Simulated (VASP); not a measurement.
Set up this calculation in VASP 6.6.1, as the native input.

```yaml
Task: single point
Functional: r2SCAN
Potentials_or_basis: VASP PAW PBE potentials, release 64 (B, N)
Cutoff: 660 eV
k_mesh: 9 × 9 × 9
Occupations: gaussian, width 0.01 eV
Spin: no spin polarisation
Dipole_correction: no
Further_INCAR_settings: ALGO = Normal; EDIFF = 1e-06; NBANDS = 11
```

The system is BN (Qingsongite).

```
B N
1.0
     0.00000    1.80487    1.80487
     1.80487    0.00000    1.80487
     1.80487    1.80487    0.00000
B N
1 1
Cartesian
  0.0000 0.0000 0.0000
  0.9024 0.9024 0.9024
```

One way to write it, as run:

POSCAR

```
BN
1.0
    0.0000000000      1.8048715864      1.8048715864
    1.8048715864      0.0000000000      1.8048715864
    1.8048715864      1.8048715864      0.0000000000
B N
1 1
Direct
    0.0000000000      0.0000000000      0.0000000000
    0.2500000000      0.2500000000      0.2500000000
```

INCAR.step1

```
SYSTEM = BN
ALGO     = Normal         ! electronic algorithm
EDIFF    = 1E-5           ! SCF threshold, eV
ENCUT    = 660            ! plane-wave cutoff, eV
GGA      = PE             ! functional
GGA_COMPAT= .FALSE.      
ISMEAR   = 0              ! smearing method
LASPH    = .TRUE.         ! aspherical terms in the spheres
LCHARG   = .FALSE.        ! write CHGCAR
LREAL    = .FALSE.        ! projectors in reciprocal space
LWAVE    = .TRUE.         ! write WAVECAR
NBANDS   = 11             ! bands
NELM     = 120            ! most SCF steps
PREC     = Accurate       ! precision mode
SIGMA    = 0.01           ! smearing width, eV
```

INCAR.step2

```
SYSTEM = BN
ALGO     = Normal         ! electronic algorithm
EDIFF    = 1E-6           ! SCF threshold, eV
ENCUT    = 660            ! plane-wave cutoff, eV
GGA_COMPAT= .FALSE.      
ISIF     = 2              ! what is computed and relaxed
ISMEAR   = 0              ! smearing method
ISTART   = 1            
LASPH    = .TRUE.         ! aspherical terms in the spheres
LCHARG   = .FALSE.        ! write CHGCAR
LMIXTAU  = .TRUE.       
LREAL    = .FALSE.        ! projectors in reciprocal space
LWAVE    = .FALSE.        ! write WAVECAR
METAGGA  = R2SCAN         ! meta-GGA
NBANDS   = 11             ! bands
NELM     = 120            ! most SCF steps
PREC     = Accurate       ! precision mode
SIGMA    = 0.01           ! smearing width, eV
```

KPOINTS

```
k-points
0
G
  9 9 9
  0 0 0
```

Potentials or basis: VASP PAW PBE potentials, release 64 (B, N).

Command:

```bash
$ cat potpaw_PBE.64/B/POTCAR potpaw_PBE.64/N/POTCAR > POTCAR
$ cp INCAR.step1 INCAR
$ mpirun -np 1 vasp_std > vasp.out
$ cp INCAR.step2 INCAR
$ mpirun -np 1 vasp_std > vasp.out
```

It gave:

| Quantity | Value |
| --- | --- |
| Pressure | 1.2 GPa |
| Band gap on the k mesh | 5.14 eV, indirect (least direct gap 9.55 eV) |

Caveat: the PAW data sets were made with another functional, which shifts forces and pressure a little.

Run time: 38 s on 1 thread of Intel Xeon 8259CL (shared host), peak memory 0.14 GiB.
